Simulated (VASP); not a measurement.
# Cu (Cmcm) in VASP: further runs, part 2 of 2

VASP 6.6.1. The steps go on from the part before.

## Step 5: Single point, PBEsol

This run uses another cell than the first one, of 11.16 Å³/atom, 0.940 times its volume.

INCAR

```
  PREC = Accurate
  ENCUT = 520
  EDIFF = 1E-6
  ISMEAR = 0
  SIGMA = 0.15
  LREAL = False
  LASPH = True
  NELM = 80
  ALGO = Fast
  ISIF = 2
  LWAVE = False
  LCHARG = False
  GGA = PS
  NBANDS = 18
```

KPOINTS

```
regular mesh
0
Gamma
  22 22 20
```

POSCAR

```
Cu
1.0
    1.1280129796     -3.9836568253      0.0000000000
    1.1280129796      3.9836568253      0.0000000000
    0.0000000000      0.0000000000      2.4826328056
Cu
2
Direct
    0.1338543804      0.8661456196      0.2500000000
    0.8661456196      0.1338543804      0.7500000000
```

Potentials or basis: VASP PAW PBE potentials, release 64 (Cu).

Launch:

```sh
> cat potpaw_PBE.64/Cu/POTCAR > POTCAR
> mpirun -np 1 vasp_std > vasp.out
```

OUTCAR:

```text
PREC = Accurate
   ENCUT = 520
   EDIFF = 1E-6
   ISMEAR = 0
   LREAL = False
   LASPH = True
   NELM = 80
   ISIF = 2
   GGA = PS

 ion  position               nearest neighbor table
   1  0.134  0.866  0.250-   2 2.47   2 2.47   2 2.50   2 2.50   2 2.50   2 2.50
   2  0.866  0.134  0.750-   1 2.47   1 2.47   1 2.50   1 2.50   1 2.50   1 2.50

  LATTYP: Found a base centered orthorhombic cell.
 ALAT       =     2.2560259592
 B/A-ratio  =     3.5315700239
 C/A-ratio  =     1.1004451414

  Lattice vectors:

 A1 = (   1.1280129796,  -3.9836568253,   0.0000000000)
 A2 = (   1.1280129796,   3.9836568253,   0.0000000000)
 A3 = (   0.0000000000,   0.0000000000,   2.4826328056)

Analysis of symmetry for initial positions (statically):
=====================================================================
 Subroutine PRICEL returns:
 Original cell was already a primitive cell.

 Routine SETGRP: Setting up the symmetry group for a
 base centered orthorhombic supercell.

 Subroutine GETGRP returns: Found  8 space group operations
 (whereof  4 operations were pure point group operations)
 out of a pool of  8 trial point group operations.

The static configuration has the point symmetry C_2h.
 The point group associated with its full space group is D_2h.

Analysis of symmetry for dynamics (positions and initial velocities):
=====================================================================
 Subroutine PRICEL returns:
 Original cell was already a primitive cell.

 Routine SETGRP: Setting up the symmetry group for a
 base centered orthorhombic supercell.

 Subroutine GETGRP returns: Found  8 space group operations
 (whereof  4 operations were pure point group operations)
 out of a pool of  8 trial point group operations.

The dynamic configuration has the point symmetry C_2h.
 The point group associated with its full space group is D_2h.

 Subroutine INISYM returns: Found  8 space group operations
 (whereof  4 operations are pure point group operations),
 and found     1 'primitive' translations
[... 107 lines left out ...]
   NUPDOWN=      -1.0000    fix difference up-down
   EMIN   =  10.00;   EMAX   =-10.00  energy-range for DOS
   EFERMI =   0.00;   METHOD = LEGACY
   ISMEAR =     0;   SIGMA  =   0.15  broadening in eV -4-tet -1-fermi 0-gaus
   EFERMI_NEDOS =   21; number of points for ismear=-14 and -15
   IALGO  =     68    algorithm
   IMIX   =      4    mixing-type and parameters
     AMIX     =   0.40;   BMIX     =  1.00
     AMIX_MAG =   1.60;   BMIX_MAG =  1.00
  volume/ion in A,a.u.               =      11.16        75.28
  Fermi-wavevector in a.u.,A,eV,Ry     =   1.629432  3.079180 36.124127  2.655048
  Thomas-Fermi vector in A             =   2.721899
   LORBIT       =      0    0 simple, 1 ext, 2 COOP (PROOUT), +10 PAW based schemes
   GGA     = PS    functional components
   LHFCALC =     F    Hartree Fock is set to
   AEXX    =    0.0000 exact exchange contribution
   IVDW    =     0    specifies the selected vdW correction
   LEPSILON=     F    determine dielectric tensor
   LRPA    =     F    only Hartree local field effects (RPA)
 non-spin polarized calculation
 RMM-DIIS sequential band-by-band and
 Gauss-broadening in eV      SIGMA  =   0.15
  energy-cutoff  :      520.00
  volume of cell :       22.31
 maximum number of plane-waves:       618
   NGX = 15   NGY = 15   NGZ =  9

 number of electron      21.9999992 magnetization

 Free energy of the ion-electron system (eV)
  ---------------------------------------------------
  ext. energy  EPLUGINS =         0.00000000
  ---------------------------------------------------
  free energy    TOTEN  =        -8.14923892 eV

  energy without entropy =       -8.14310293  energy(sigma->0) =       -8.14617092

 E-fermi :   8.0967     XC(G=0): -13.2084

 val. band max:        8.0862934221   @ k =   0.4091   0.2273   0.1000
 cond. band min:       8.0977198452   @ k =   0.4091   0.1818   0.2000
 fundamental gap:      0.0114264232
 Fermi energy:         8.0966911342

 k-point     1 :       0.0000    0.0000    0.0000
  band No.  band energies     occupation
      1      -1.7020      2.00000
      2       2.6996      2.00000
      3       3.3847      2.00000
      4       3.8541      2.00000
      5       4.8217      2.00000
      6       5.2070      2.00000
[... 481 lines left out ...]
      5       5.0754      2.00000
      6       5.0969      2.00000
[... 10 lines left out ...]
     17      29.1470      0.00000
     18      30.1498      0.00000

 [... further k-points ...]
[... 5 lines left out ...]
  --------------------------------------------------------------------------------------
  -------------------------------------------------------------------------------------
  Total        4.6247682      0.6060555      0.2753266      0.0000000     -0.0000000      0.0000000
  in kB      332.0947835     43.5195573     19.7706207      0.0000000     -0.0000000      0.0000000
  external PRESSURE =     131.7949872 kB  Pullay stress =       0.0000000 kB

 VOLUME and BASIS-vectors are now :
 -----------------------------------------------------------------------------
  energy-cutoff  :      520.00
  volume of cell :       22.31
      direct lattice vectors                 reciprocal lattice vectors
     1.128012980 -3.983656825  0.000000000     0.443257311 -0.125512819  0.000000000
     1.128012980  3.983656825  0.000000000     0.443257311  0.125512819  0.000000000
     0.000000000  0.000000000  2.482632806     0.000000000  0.000000000  0.402798190

 POSITION                                       TOTAL-FORCE (eV/Angst)
 -----------------------------------------------------------------------------------
      1.12801      2.91720      0.62066         0.000000      0.297750     -0.000000
      1.12801     -2.91720      1.86197         0.000000     -0.297750      0.000000
 -----------------------------------------------------------------------------------
    total drift:                               -0.000000     -0.000000      0.000000

  FREE ENERGIE OF THE ION-ELECTRON SYSTEM (eV)
  ---------------------------------------------------
  free  energy   TOTEN  =        -8.1492389164 eV

  energy  without entropy=       -8.1431029297  energy(sigma->0) =       -8.14617092
```

stdout:

```text
POSCAR found type information on POSCAR Cu
 POSCAR found :  1 types and       2 ions
 scaLAPACK will be used
 -----------------------------------------------------------------------------
|                                                                             |
|                                                                             |
|     You enforced a specific xc type in the INCAR file but a different       |
|     I HOPE YOU KNOW WHAT YOU ARE DOING!                                     |
|                                                                             |
 -----------------------------------------------------------------------------

 LDA part: xc-table for (Slater+PW92), standard interpolation
 POSCAR, INCAR and KPOINTS ok, starting setup
 FFT: planning ... GRIDC
 FFT: planning ... GRID_SOFT
 FFT: planning ... GRID
 WAVECAR not read
 entering main loop
WARNING in EDDRMM: call to ZHEGV failed, returncode =   6  3     17
WARNING in EDDRMM: call to ZHEGV failed, returncode =   6  3     16
WARNING in EDDRMM: call to ZHEGV failed, returncode =   6  3     15
WARNING in EDDRMM: call to ZHEGV failed, returncode =   6  3     15
WARNING in EDDRMM: call to ZHEGV failed, returncode =   8  4     15
WARNING in EDDRMM: call to ZHEGV failed, returncode =   6  3     15
WARNING in EDDRMM: call to ZHEGV failed, returncode =   8  4     16
WARNING in EDDRMM: call to ZHEGV failed, returncode =   6  3     17
```

Wall time 6.7 min (1 thread of Intel Xeon 6975P-C, shared host); peak memory 0.56 GiB.

What came out:

```yaml
Free_energy: -8.1492 eV
Pressure: 13.2 GPa
Largest_force: 0.298 eV/Å
Band_gap_on_the_k_mesh: zero (band 11 reaches 12.57 eV, above the bottom of band 12 at 6.49 eV)
```

Forces in eV/Å, atoms in the order of the input:
```
Cu   0.000  0.298  0.000
Cu   0.000 -0.298  0.000
```

Stress tensor (GPa, compression positive):
```
33.21  0.00  0.00
 0.00  4.35  0.00
 0.00  0.00  1.98
```

Levels at points of the mesh, in eV from the Fermi level:
| k point | band 7 | band 8 | band 9 | band 10 | band 11 | band 12 | band 13 | band 14 | band 15 | band 16 |
| --- | --- | --- | --- | --- | --- | --- | --- | --- | --- | --- |
| (0.00, 0.00, 0.00) | -2.19 | -1.90 | -1.77 | -1.64 | -1.52 | -0.64 | 4.62 | 14.01 | 19.72 | 22.07 |
| (0.50, 0.00, 0.00) | -2.78 | -2.62 | -2.31 | -1.76 | -0.08 | 1.98 | 3.34 | 7.86 | 13.45 | 16.41 |
| (0.50, 0.50, 0.00) | -2.56 | -2.54 | -2.39 | -1.85 | -1.56 | -1.49 | 13.15 | 14.97 | 16.93 | 17.85 |
| (0.00, 0.00, 0.50) | -2.51 | -2.51 | -1.65 | -1.65 | -0.23 | -0.23 | 7.76 | 7.76 | 9.10 | 9.10 |
| (0.50, 0.00, 0.50) | -1.89 | -1.89 | -1.15 | -1.15 | 4.17 | 4.17 | 8.09 | 8.09 | 10.41 | 10.41 |
| (0.50, 0.50, 0.50) | -1.89 | -1.89 | -1.73 | -1.73 | -1.44 | -1.44 | 3.50 | 3.50 | 17.22 | 17.22 |

Caveat: the PAW data sets were made with another functional, which shifts forces and pressure a little.

## Step 6: Single point, PBEsol

This run uses another cell than the first one, of 13.29 Å³/atom, 1.120 times its volume.

INCAR

```
SYSTEM = Cu
ALGO = Fast
EDIFF = 1E-6
ENCUT = 520
GGA = PS
ISIF = 2
ISMEAR = 0
LASPH = .True.
LCHARG = .False.
LREAL = .False.
LWAVE = .False.
NBANDS = 18
NELM = 100
PREC = Accurate
SIGMA = 0.15
```

KPOINTS

```
k-points
0
Gamma
  22 22 20
  0 0 0
```

POSCAR

```
Cu
1.0
    1.2956257702     -4.0573277558      0.0000000000
    1.2956257702      4.0573277558      0.0000000000
    0.0000000000      0.0000000000      2.5285448600
Cu
2
Direct
    0.1338543804      0.8661456196      0.2500000000
    0.8661456196      0.1338543804      0.7500000000
```

Potentials or basis: VASP PAW PBE potentials, release 64 (Cu).

Launch:

```sh
> cat potpaw_PBE.64/Cu/POTCAR > POTCAR
> mpirun -np 1 vasp_std > vasp.out
```

Wall time 9.2 min (1 thread of Intel Xeon 6975P-C, shared host); peak memory 0.64 GiB.

The run converged. Its results:

```
Free energy            : -8.1783 eV
Pressure               : -11.6 GPa
Largest force          : 0.197 eV/Å
Band gap on the k mesh : zero (band 11 reaches 9.70 eV, above the bottom of band 12 at 4.47 eV)
```

Forces on the atoms (eV/Å):
```
Cu   0.000 -0.197  0.000
Cu   0.000  0.197  0.000
```

Stress tensor (GPa, compression positive):
```
-15.11   0.00   0.00
  0.00 -10.39   0.00
  0.00   0.00  -9.39
```

Levels at points of the mesh, in eV from the Fermi level:
```csv
k point,band 9,band 10,band 11,band 12,band 13,band 14
"(0.00, 0.00, 0.00)",-1.73,-1.60,-1.34,0.34,4.57,14.47
"(0.50, 0.00, 0.00)",-1.89,-1.51,-0.60,0.78,2.24,6.08
"(0.50, 0.50, 0.00)",-2.04,-1.81,-1.51,-1.44,13.33,13.33
"(0.00, 0.00, 0.50)",-1.62,-1.62,0.06,0.06,8.06,8.06
"(0.50, 0.00, 0.50)",-1.26,-1.26,3.41,3.41,6.88,6.88
"(0.50, 0.50, 0.50)",-1.42,-1.42,-0.54,-0.54,3.49,3.49
```

Caveat: the PAW data sets were made with another functional, which shifts forces and pressure a little.

## Step 7: The runs side by side

| cell | gap on the mesh (eV) | pressure (GPa) | largest force (eV/Å) |
| --- | --- | --- | --- |
| a = 4.142, b = 4.142, c = 2.468 Å, angles 90.0, 90.0, 145.9°, 2 atoms | none | 0.8 | - |
| a = 4.009, b = 4.009, c = 2.396 Å, angles 90.0, 90.0, 147.2°, 2 atoms | none | 27.7 | 0.36 |
| a = 3.930, b = 3.930, c = 2.333 Å, angles 90.0, 90.0, 144.6°, 2 atoms | none | 29.0 | 0.01 |
| a = 4.140, b = 4.140, c = 2.483 Å, angles 90.0, 90.0, 148.4°, 2 atoms | none | 13.2 | 0.30 |
| a = 4.259, b = 4.259, c = 2.529 Å, angles 90.0, 90.0, 144.6°, 2 atoms | none | -11.6 | 0.20 |

Alike in all rows: task single point; level PBEsol; potentials or basis VASP PAW PBE potentials, release 64 (Cu); no spin polarisation; k mesh 22 × 22 × 20; cutoff (eV) 520; smearing gaussian 0.15 eV.

Caveats: the PAW data sets were made with another functional, which shifts forces and pressure a little.

Absolute energies hang on the potentials; compare differences alone.
